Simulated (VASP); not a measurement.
# V (Im-3m) in VASP: notebook

V is run at these levels: PBEsol; tasks: single point.

Program: VASP 6.6.1. These are calculated values, not measurements. Logs are shortened: lines on timing, memory, paths and dates and some standing lists are left out, and cuts for length are marked.

### 1 The cell of the first run

Symmetry: Im-3m, No. 229, cubic system. The conventional cell has a = 3.026 Å, b = 3.026 Å, c = 3.026 Å, α = 90.00°, β = 90.00°, γ = 90.00°. V (site symmetry m-3m) has 14 V at 2.62 to 3.03 Å within 3.5 Å.

### 2 Single point, PBEsol

INCAR

```
PREC = Accurate
ENCUT = 520
EDIFF = 1E-6
ISMEAR = 0
SIGMA = 0.15
LREAL = F
LASPH = T
NELM = 60
ALGO = Normal
ISIF = 2
LWAVE = F
LCHARG = F
GGA = PS
NBANDS = 12
```

KPOINTS

```
Automatic mesh
0
Gamma
  22 22 22
```

POSCAR

```
V
1.0
   -1.5130000000      1.5130000000      1.5130000000
    1.5130000000     -1.5130000000      1.5130000000
    1.5130000000      1.5130000000     -1.5130000000
V
1
Direct
    0.0000000000      0.0000000000      0.0000000000
```

Potentials or basis: VASP PAW PBE potentials, release 64 (V_sv).

Run with:

```console
> cat potpaw_PBE.64/V_sv/POTCAR > POTCAR
> mpirun -np 1 vasp_std > vasp.out
```

OUTCAR:

```text
PREC = Accurate
   ENCUT = 520
   EDIFF = 1E-6
   ISMEAR = 0
   LREAL = F
   LASPH = T
   NELM = 60
   ISIF = 2
   GGA = PS

 ion  position               nearest neighbor table
   1  0.000  0.000  0.000-

  LATTYP: Found a body centered cubic cell.
 ALAT       =     3.0260000000

  Lattice vectors:

 A1 = (  -1.5130000000,   1.5130000000,   1.5130000000)
 A2 = (   1.5130000000,  -1.5130000000,   1.5130000000)
 A3 = (   1.5130000000,   1.5130000000,  -1.5130000000)

Analysis of symmetry for initial positions (statically):
=====================================================================
 Subroutine PRICEL returns:
 Original cell was already a primitive cell.

 Routine SETGRP: Setting up the symmetry group for a
 body centered cubic supercell.

 Subroutine GETGRP returns: Found 48 space group operations
 (whereof 48 operations were pure point group operations)
 out of a pool of 48 trial point group operations.

The static configuration has the point symmetry O_h .

Analysis of symmetry for dynamics (positions and initial velocities):
=====================================================================
 Subroutine PRICEL returns:
 Original cell was already a primitive cell.

 Routine SETGRP: Setting up the symmetry group for a
 body centered cubic supercell.

 Subroutine GETGRP returns: Found 48 space group operations
 (whereof 48 operations were pure point group operations)
 out of a pool of 48 trial point group operations.

The dynamic configuration has the point symmetry O_h .

 Subroutine INISYM returns: Found 48 space group operations
 (whereof 48 operations are pure point group operations),
 and found     1 'primitive' translations

----------------------------------------------------------------------------------------

                                     Primitive cell

  volume of cell :      13.8541

  direct lattice vectors                    reciprocal lattice vectors
    -1.513000000  1.513000000  1.513000000     0.000000000  0.330469266  0.330469266
     1.513000000 -1.513000000  1.513000000     0.330469266  0.000000000  0.330469266
     1.513000000  1.513000000 -1.513000000     0.330469266  0.330469266  0.000000000

  length of vectors
     2.620592872  2.620592872  2.620592872     0.467354118  0.467354118  0.467354118

  position of ions in fractional coordinates (direct lattice)
     0.000000000  0.000000000  0.000000000

  ion indices of the primitive-cell ions
   primitive index   ion index
                 1           1

----------------------------------------------------------------------------------------

 KPOINTS: Automatic mesh

Automatic generation of k-mesh.
 Grid dimensions read from file:
 generate k-points for:   22   22   22

 Generating k-lattice:

  Cartesian coordinates                     Fractional coordinates (reciprocal lattice)
     0.000000000  0.015021330  0.015021330     0.045454545  0.000000000  0.000000000
     0.015021330  0.000000000  0.015021330     0.000000000  0.045454545  0.000000000
     0.015021330  0.015021330  0.000000000     0.000000000  0.000000000  0.045454545

  Length of vectors
     0.021243369  0.021243369  0.021243369

  Shift w.r.t. Gamma in fractional coordinates (k-lattice)
     0.000000000  0.000000000  0.000000000

 Subroutine IBZKPT returns following result:
 ===========================================

 Found    328 irreducible k-points:

 Following reciprocal coordinates:
            Coordinates               Weight
  0.000000  0.000000  0.000000      1.000000
  0.045455  0.000000  0.000000     12.000000
  0.090909  0.000000  0.000000     12.000000
  0.136364  0.000000  0.000000     12.000000
  0.181818  0.000000  0.000000     12.000000
  0.227273  0.000000  0.000000     12.000000
[... 16 lines left out ...]
  0.090909  0.090909  0.000000     24.000000
  0.136364  0.090909  0.000000     48.000000
 [... further k-points ...]
   k-points           NKPTS =    328   k-points in BZ     NKDIM =    328   number of bands    NBANDS=     12
   number of dos      NEDOS =    301   number of ions     NIONS =      1
   total plane-waves  NPLWV =   8000
   dimension x,y,z NGX =    20 NGY =   20 NGZ =   20
   dimension x,y,z NGXF=    40 NGYF=   40 NGZF=   40
   ions per type =               1
   NGX,Y,Z   is equivalent  to a cutoff of  12.69, 12.69, 12.69 a.u.
   NGXF,Y,Z  is equivalent  to a cutoff of  25.38, 25.38, 25.38 a.u.
 SYSTEM =  unknown system
   PREC   = accura    normal or accurate (medium, high low for compatibility)
   ISTART =      0    job   : 0-new  1-cont  2-samecut
   ICHARG =      2    charge: 1-file 2-atom 10-const
   ISPIN  =      1    spin polarized calculation?
   LNONCOLLINEAR =      F non collinear calculations
   LSORBIT =      F    spin-orbit coupling
   LASPH  =      T    aspherical Exc in radial PAW
   ENCUT  =  520.0 eV  38.22 Ry    6.18 a.u.   4.87  4.87  4.87*2*pi/ulx,y,z
   NELM   =     60;   NELMIN=  2; NELMDL= -5     # of ELM steps
   EDIFF  = 0.1E-05   stopping-criterion for ELM
   LREAL  =      F    real-space projection
   EDIFFG = 0.1E-04   stopping-criterion for IOM
   NSW    =      0    number of steps for IOM
   IBRION =     -1    ionic relax: 0-MD 1-quasi-New 2-CG
   NFREE  =      0    steps in history (QN), initial steepest desc. (CG)
   ISIF   =      2    stress and relaxation
   ISYM   =      2    0-nonsym 1-usesym 2-fastsym
   POTIM  = 0.5000    time-step for ionic-motion
   TEBEG  =    0.0;   TEEND  =   0.0 temperature during run
   PSTRESS=    0.0 pullay stress
   NELECT =      13.0000    total number of electrons
   NUPDOWN=      -1.0000    fix difference up-down
   EMIN   =  10.00;   EMAX   =-10.00  energy-range for DOS
   EFERMI =   0.00;   METHOD = LEGACY
   ISMEAR =     0;   SIGMA  =   0.15  broadening in eV -4-tet -1-fermi 0-gaus
   EFERMI_NEDOS =   21; number of points for ismear=-14 and -15
   IALGO  =     38    algorithm
   IMIX   =      4    mixing-type and parameters
     AMIX     =   0.40;   BMIX     =  1.00
     AMIX_MAG =   1.60;   BMIX_MAG =  1.00
  volume/ion in A,a.u.               =      13.85        93.49
  Fermi-wavevector in a.u.,A,eV,Ry     =   1.602742  3.028744 34.950411  2.568783
  Thomas-Fermi vector in A             =   2.699515
   LORBIT       =      0    0 simple, 1 ext, 2 COOP (PROOUT), +10 PAW based schemes
   GGA     = PS    functional components
   LHFCALC =     F    Hartree Fock is set to
   AEXX    =    0.0000 exact exchange contribution
   IVDW    =     0    specifies the selected vdW correction
   LEPSILON=     F    determine dielectric tensor
   LRPA    =     F    only Hartree local field effects (RPA)
 non-spin polarized calculation
 Gauss-broadening in eV      SIGMA  =   0.15
  energy-cutoff  :      520.00
  volume of cell :       13.85
 maximum number of plane-waves:       384
   NGX =  9   NGY =  9   NGZ =  9

 number of electron      12.9999996 magnetization

 Free energy of the ion-electron system (eV)
  ---------------------------------------------------
  ext. energy  EPLUGINS =         0.00000000
  ---------------------------------------------------
  free energy    TOTEN  =        -9.61073681 eV

  energy without entropy =       -9.58945693  energy(sigma->0) =       -9.60009687

 E-fermi :   9.2215     XC(G=0): -12.9041

 val. band max:        9.2210886227   @ k =  -0.4091   0.4091   0.1818
 cond. band min:       9.2223248225   @ k =  -0.2727   0.2727   0.1364
 fundamental gap:      0.0012361998
 Fermi energy:         9.2215114641

 k-point     1 :       0.0000    0.0000    0.0000
  band No.  band energies     occupation
      1     -54.2937      2.00000
      2     -27.7385      2.00000
      3     -27.7385      2.00000
      4     -27.7385      2.00000
      5       2.6819      2.00000
      6       9.6225      0.00016
      7       9.6225      0.00016
      8       9.6225      0.00016
      9      11.5558      0.00000
     10      11.5558      0.00000
     11      29.4847      0.00000
     12      29.4847      0.00000

 k-point     2 :       0.0455    0.0000    0.0000
  band No.  band energies     occupation
      1     -54.2901      2.00000
      2     -27.7561      2.00000
      3     -27.7439      2.00000
      4     -27.7386      2.00000
      5       2.7637      2.00000
      6       9.5880      0.00055
      7       9.6158      0.00020
      8       9.6802      0.00002
      9      11.5152      0.00000
     10      11.5580      0.00000
     11      29.3278      0.00000
     12      29.4731      0.00000

 k-point     3 :       0.0909    0.0000    0.0000
  band No.  band energies     occupation
      1     -54.2796      2.00000
      2     -27.8074      2.00000
      3     -27.7597      2.00000
      4     -27.7389      2.00000
      5       3.0052      2.00000
      6       9.4884      0.01187
      7       9.5881      0.00055
      8       9.8510      0.00000
      9      11.4121      0.00000
     10      11.5653      0.00000
     11      28.8579      0.00000
     12      29.3922      0.00000
[... 286 lines left out ...]
 k-point    23 :       0.0909    0.0909    0.0000
  band No.  band energies     occupation
      1     -54.2536      2.00000
      2     -27.9324      2.00000
      3     -27.7832      2.00000
      4     -27.7554      2.00000
      5       3.6186      2.00000
      6       9.3097      0.40553
      7       9.3845      0.12430
      8      10.3261      0.00000
      9      11.2029      0.00000
     10      11.6276      0.00000
     11      27.8238      0.00000
     12      28.7141      0.00000

 k-point    24 :       0.1364    0.0909    0.0000
  band No.  band energies     occupation
      1     -54.2330      2.00000
      2     -28.0260      2.00000
      3     -27.8129      2.00000
      4     -27.7607      2.00000
      5       4.1166      2.00000
      6       9.1357      1.58154
      7       9.2407      0.85641
      8      10.7125      0.00000
      9      11.1186      0.00000
     10      11.6816      0.00000
     11      26.9346      0.00000
     12      28.0138      0.00000

 [... further k-points ...]
[... 5 lines left out ...]
  --------------------------------------------------------------------------------------
  -------------------------------------------------------------------------------------
  Total       -0.9882061     -0.9882061     -0.9882061      0.0000000      0.0000000     -0.0000000
  in kB     -114.2829200   -114.2829200   -114.2829200      0.0000000      0.0000000     -0.0000000
  external PRESSURE =    -114.2829200 kB  Pullay stress =       0.0000000 kB

 VOLUME and BASIS-vectors are now :
 -----------------------------------------------------------------------------
  energy-cutoff  :      520.00
  volume of cell :       13.85
      direct lattice vectors                 reciprocal lattice vectors
    -1.513000000  1.513000000  1.513000000     0.000000000  0.330469266  0.330469266
     1.513000000 -1.513000000  1.513000000     0.330469266  0.000000000  0.330469266
     1.513000000  1.513000000 -1.513000000     0.330469266  0.330469266  0.000000000

 POSITION                                       TOTAL-FORCE (eV/Angst)
 -----------------------------------------------------------------------------------
      0.00000      0.00000      0.00000        -0.000000      0.000000     -0.000000
 -----------------------------------------------------------------------------------
    total drift:                               -0.000000     -0.000000      0.000000

  FREE ENERGIE OF THE ION-ELECTRON SYSTEM (eV)
  ---------------------------------------------------
  free  energy   TOTEN  =        -9.6107368123 eV

  energy  without entropy=       -9.5894569258  energy(sigma->0) =       -9.60009687
```

Run time: 19 s. Hardware: 1 thread of AMD EPYC 9R45 (Zen 5), shared host; peak memory 0.13 GiB.

What came out:

| Quantity | Value |
| --- | --- |
| Free energy | -9.6107 eV |
| Pressure | -11.4 GPa |
| Band gap on the k mesh | zero (an odd number of electrons rules out a gap without spin polarisation) |

Caveat: the cell stands under tension; the PAW data sets were made with another functional, which shifts forces and pressure a little.

### 3 Single point, PBEsol

INCAR

```
  ALGO = Normal
  EDIFF = 1E-6
  ENCUT = 520
  GGA = PS
  ISIF = 2
  ISMEAR = 0
  LASPH = T
  LCHARG = F
  LREAL = F
  LWAVE = F
  NBANDS = 12
  NELM = 80
  PREC = Accurate
  SIGMA = 0.15
```

KPOINTS

```
k-points
0
Gamma
  24 24 24
```

POSCAR is that of step 2.

Potentials or basis: VASP PAW PBE potentials, release 64 (V_sv).

Run with:

```console
> cat potpaw_PBE.64/V_sv/POTCAR > POTCAR
> mpirun -np 1 vasp_std > vasp.out
```

Wall time 24 s (1 thread of AMD EPYC 9R45 (Zen 5), shared host); peak memory 0.14 GiB.

The run converged. Its results:

* Free energy: -9.6112 eV
* Pressure: -11.5 GPa
* Band gap on the k mesh: zero (an odd number of electrons rules out a gap without spin polarisation)

Levels at points of the mesh, in eV from the Fermi level:
```tsv
k point	band 5	band 6	band 7	band 8	band 9	band 10
(0.00, 0.00, 0.00)	-6.54	0.40	0.40	0.40	2.34	2.34
(0.50, 0.00, 0.00)	-3.10	-1.08	1.54	2.33	2.68	3.99
(0.50, 0.50, 0.50)	-2.88	-2.88	3.61	3.61	3.61	9.91
```

Caveat: the cell stands under tension; the PAW data sets were made with another functional, which shifts forces and pressure a little.
